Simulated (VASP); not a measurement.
# Si5Ge (P6_3mc) in VASP: further runs, part 2 of 2

VASP 6.6.1.

### 3 Single point, PBE

The input, INCAR:

```
PREC = Accurate
ENCUT = 520
EDIFF = 1E-7
ISMEAR = 0
SIGMA = 0.02
LREAL = False
LASPH = True
NELM = 100
ALGO = Normal
ISIF = 2
LWAVE = False
LCHARG = False
GGA = PE
NBANDS = 46
```

The input, KPOINTS:

```
regular mesh
0
Gamma
  12 12 2
```

The input, POSCAR:

```
Si5Ge
1.0
    3.8925789878      0.0000000000      0.0000000000
   -1.9462894939      3.3710722896      0.0000000000
    0.0000000000      0.0000000000     19.1196170888
Si Ge
10 2
Direct
    0.3333333333      0.6666666667      0.2917417891
    0.6666666667      0.3333333333      0.3324761877
    0.0000000000      0.0000000000      0.1272750169
    0.3333333333      0.6666666667      0.1678778559
    0.3333333333      0.6666666667      0.9559275626
    0.6666666667      0.3333333333      0.7917417891
    0.3333333333      0.6666666667      0.8324761877
    0.0000000000      0.0000000000      0.6272750169
    0.6666666667      0.3333333333      0.6678778559
    0.6666666667      0.3333333333      0.4559275626
    0.0000000000      0.0000000000      0.9997015877
    0.0000000000      0.0000000000      0.4997015877
```

Potentials or basis: VASP PAW PBE potentials, release 64 (Si, Ge_d).

Run with:

```sh
$ cat potpaw_PBE.64/Si/POTCAR potpaw_PBE.64/Ge_d/POTCAR > POTCAR
$ mpirun -np 1 vasp_std > vasp.out
```

OUTCAR:

```text
PREC = Accurate
   ENCUT = 520
   EDIFF = 1E-7
   ISMEAR = 0
   LREAL = False
   LASPH = True
   NELM = 100
   ISIF = 2
   GGA = PE

 ion  position               nearest neighbor table
   1  0.333  0.667  0.292-   4 2.37   2 2.38   2 2.38   2 2.38
   2  0.667  0.333  0.332-  10 2.36   1 2.38   1 2.38   1 2.38
   3  0.000  0.000  0.127-   4 2.38   4 2.38   4 2.38  11 2.44
   4  0.333  0.667  0.168-   1 2.37   3 2.38   3 2.38   3 2.38
   5  0.333  0.667  0.956-   7 2.36  11 2.40  11 2.40  11 2.40
   6  0.667  0.333  0.792-   9 2.37   7 2.38   7 2.38   7 2.38
   7  0.333  0.667  0.832-   5 2.36   6 2.38   6 2.38   6 2.38
   8  0.000  0.000  0.627-   9 2.38   9 2.38   9 2.38  12 2.44
   9  0.667  0.333  0.668-   6 2.37   8 2.38   8 2.38   8 2.38
  10  0.667  0.333  0.456-   2 2.36  12 2.40  12 2.40  12 2.40
  11  0.000  0.000  1.000-   5 2.40   5 2.40   5 2.40   3 2.44
  12  0.000  0.000  0.500-  10 2.40  10 2.40  10 2.40   8 2.44

  LATTYP: Found a hexagonal cell.
 ALAT       =     3.8925789878
 C/A-ratio  =     4.9118122326

  Lattice vectors:

 A1 = (   3.8925789878,   0.0000000000,   0.0000000000)
 A2 = (  -1.9462894939,   3.3710722896,   0.0000000000)
 A3 = (   0.0000000000,   0.0000000000,  19.1196170888)

Analysis of symmetry for initial positions (statically):
=====================================================================
 Subroutine PRICEL returns:
 Original cell was already a primitive cell.

 Routine SETGRP: Setting up the symmetry group for a
 hexagonal supercell.

 Subroutine GETGRP returns: Found 12 space group operations
 (whereof  6 operations were pure point group operations)
 out of a pool of 24 trial point group operations.

The static configuration has the point symmetry C_3v.
 The point group associated with its full space group is C_6v.

Analysis of symmetry for dynamics (positions and initial velocities):
=====================================================================
 Subroutine PRICEL returns:
 Original cell was already a primitive cell.

 Routine SETGRP: Setting up the symmetry group for a
 hexagonal supercell.

 Subroutine GETGRP returns: Found 12 space group operations
 (whereof  6 operations were pure point group operations)
 out of a pool of 24 trial point group operations.

The dynamic configuration has the point symmetry C_3v.
 The point group associated with its full space group is C_6v.

 Subroutine INISYM returns: Found 12 space group operations
 (whereof  6 operations are pure point group operations),
 and found     1 'primitive' translations

----------------------------------------------------------------------------------------

                                     Primitive cell

  volume of cell :     250.8908

  direct lattice vectors                    reciprocal lattice vectors
     3.892578988  0.000000000  0.000000000     0.256899090  0.148320759  0.000000000
    -1.946289494  3.371072290  0.000000000     0.000000000  0.296641518  0.000000000
     0.000000000  0.000000000 19.119617089     0.000000000  0.000000000  0.052302303

  length of vectors
     3.892578988  3.892578988 19.119617089     0.296641518  0.296641518  0.052302303

[... 83 lines left out ...]
   number of dos      NEDOS =    301   number of ions     NIONS =     12
   total plane-waves  NPLWV = 129600
   dimension x,y,z NGX =    30 NGY =   30 NGZ =  144
   dimension x,y,z NGXF=    60 NGYF=   60 NGZF=  288
   ions per type =              10   2
   NGX,Y,Z   is equivalent  to a cutoff of  12.81, 12.81, 12.52 a.u.
   NGXF,Y,Z  is equivalent  to a cutoff of  25.63, 25.63, 25.04 a.u.
 SYSTEM =  unknown system
   PREC   = accura    normal or accurate (medium, high low for compatibility)
   ISTART =      0    job   : 0-new  1-cont  2-samecut
   ICHARG =      2    charge: 1-file 2-atom 10-const
   ISPIN  =      1    spin polarized calculation?
   LNONCOLLINEAR =      F non collinear calculations
   LSORBIT =      F    spin-orbit coupling
   LASPH  =      T    aspherical Exc in radial PAW
   ENCUT  =  520.0 eV  38.22 Ry    6.18 a.u.   7.24  7.24 35.55*2*pi/ulx,y,z
   NELM   =    100;   NELMIN=  2; NELMDL= -5     # of ELM steps
   EDIFF  = 0.1E-06   stopping-criterion for ELM
   LREAL  =      F    real-space projection
   EDIFFG = 0.1E-05   stopping-criterion for IOM
   NSW    =      0    number of steps for IOM
   IBRION =     -1    ionic relax: 0-MD 1-quasi-New 2-CG
   NFREE  =      0    steps in history (QN), initial steepest desc. (CG)
   ISIF   =      2    stress and relaxation
   ISYM   =      2    0-nonsym 1-usesym 2-fastsym
   POTIM  = 0.5000    time-step for ionic-motion
   TEBEG  =    0.0;   TEEND  =   0.0 temperature during run
   PSTRESS=    0.0 pullay stress
   NELECT =      68.0000    total number of electrons
   NUPDOWN=      -1.0000    fix difference up-down
   EMIN   =  10.00;   EMAX   =-10.00  energy-range for DOS
   EFERMI =   0.00;   METHOD = LEGACY
   ISMEAR =     0;   SIGMA  =   0.02  broadening in eV -4-tet -1-fermi 0-gaus
   EFERMI_NEDOS =   21; number of points for ismear=-14 and -15
   IALGO  =     38    algorithm
   IMIX   =      4    mixing-type and parameters
     AMIX     =   0.40;   BMIX     =  1.00
     AMIX_MAG =   1.60;   BMIX_MAG =  1.00
  volume/ion in A,a.u.               =      20.91       141.09
  Fermi-wavevector in a.u.,A,eV,Ry     =   1.059456  2.002081 15.271817  1.122447
  Thomas-Fermi vector in A             =   2.194802
   LORBIT       =      0    0 simple, 1 ext, 2 COOP (PROOUT), +10 PAW based schemes
   GGA     = PE    functional components
   LHFCALC =     F    Hartree Fock is set to
   AEXX    =    0.0000 exact exchange contribution
   IVDW    =     0    specifies the selected vdW correction
   LEPSILON=     F    determine dielectric tensor
   LRPA    =     F    only Hartree local field effects (RPA)
 non-spin polarized calculation
 Gauss-broadening in eV      SIGMA  =   0.02
  energy-cutoff  :      520.00
  volume of cell :      250.89
 maximum number of plane-waves:      6833
 NGX is ok and might be reduce to    30
   NGX = 15   NGY = 15   NGZ = 71

 number of electron      67.9999985 magnetization

 Free energy of the ion-electron system (eV)
  ---------------------------------------------------
  ext. energy  EPLUGINS =         0.00000000
  ---------------------------------------------------
  free energy    TOTEN  =       -63.14678399 eV

  energy without entropy =      -63.14678399  energy(sigma->0) =      -63.14678399

 E-fermi :   5.7163     XC(G=0):  -9.4188

 val. band max:        5.5503043263   @ k =   0.0000   0.0000   0.0000
 cond. band min:       6.1420776094   @ k =   0.5000   0.0000   0.0000
 fundamental gap:      0.5917732831
 Fermi energy:         5.7163354211

 k-point     1 :       0.0000    0.0000    0.0000
  band No.  band energies     occupation
      1     -18.6799      2.00000
      2     -18.6799      2.00000
      3     -18.6768      2.00000
      4     -18.6768      2.00000
      5     -18.6768      2.00000
      6     -18.6768      2.00000
[... 1165 lines left out ...]
     45       9.2417      0.00000
     46       9.2417      0.00000

 [... further k-points ...]

------------------------ aborting loop because EDIFF is reached ----------------------------------------

  FORCE on cell =-STRESS in cart. coord.  units (eV):
  Direction    XX          YY          ZZ          XY          YZ          ZX
  --------------------------------------------------------------------------------------
  -------------------------------------------------------------------------------------
  Total       -0.1750294     -0.1750294     -0.1001656      0.0000000      0.0000000      0.0000000
  in kB       -1.1177303     -1.1177303     -0.6396528      0.0000000      0.0000000      0.0000000
  external PRESSURE =      -0.9583711 kB  Pullay stress =       0.0000000 kB

 VOLUME and BASIS-vectors are now :
 -----------------------------------------------------------------------------
  energy-cutoff  :      520.00
  volume of cell :      250.89
      direct lattice vectors                 reciprocal lattice vectors
     3.892578988  0.000000000  0.000000000     0.256899090  0.148320759  0.000000000
    -1.946289494  3.371072290  0.000000000     0.000000000  0.296641518  0.000000000
     0.000000000  0.000000000 19.119617089     0.000000000  0.000000000  0.052302303

 POSITION                                       TOTAL-FORCE (eV/Angst)
 -----------------------------------------------------------------------------------
     -0.00000      2.24738      5.57799         0.000000      0.000000      0.005334
      1.94629      1.12369      6.35682        -0.000000     -0.000000     -0.007168
      0.00000      0.00000      2.43345         0.000000      0.000000      0.005585
     -0.00000      2.24738      3.20976        -0.000000     -0.000000     -0.006655
     -0.00000      2.24738     18.27697        -0.000000     -0.000000      0.008701
      1.94629      1.12369     15.13780        -0.000000     -0.000000      0.005334
     -0.00000      2.24738     15.91663         0.000000      0.000000     -0.007168
      0.00000      0.00000     11.99326        -0.000000     -0.000000      0.005585
      1.94629      1.12369     12.76957        -0.000000      0.000000     -0.006655
      1.94629      1.12369      8.71716         0.000000      0.000000      0.008701
      0.00000      0.00000     19.11391        -0.000000      0.000000     -0.005796
      0.00000      0.00000      9.55410        -0.000000     -0.000000     -0.005796
 -----------------------------------------------------------------------------------
    total drift:                                0.000001      0.000001     -0.000234

  FREE ENERGIE OF THE ION-ELECTRON SYSTEM (eV)
  ---------------------------------------------------
  free  energy   TOTEN  =       -63.1467839921 eV

  energy  without entropy=      -63.1467839921  energy(sigma->0) =      -63.14678399
```

It took 11 min on 1 thread of Intel Xeon Platinum 8259CL at 2.50GHz (Skylake/Cascade Lake), shared host; peak memory 0.55 GiB.

Results:

* Free energy: -63.1468 eV
* Pressure: -0.1 GPa
* Largest force: 0.009 eV/Å
* Band gap on the k mesh: 0.59 eV, indirect (least direct gap 1.04 eV)

Forces in eV/Å, atoms in the order of the input:
```
Si   0.000  0.000  0.005
Si   0.000  0.000 -0.007
Si   0.000  0.000  0.006
Si   0.000  0.000 -0.007
Si   0.000  0.000  0.009
Si   0.000  0.000  0.005
Si   0.000  0.000 -0.007
Si   0.000  0.000  0.006
Si   0.000  0.000 -0.007
Si   0.000  0.000  0.009
Ge   0.000  0.000 -0.006
Ge   0.000  0.000 -0.006
```
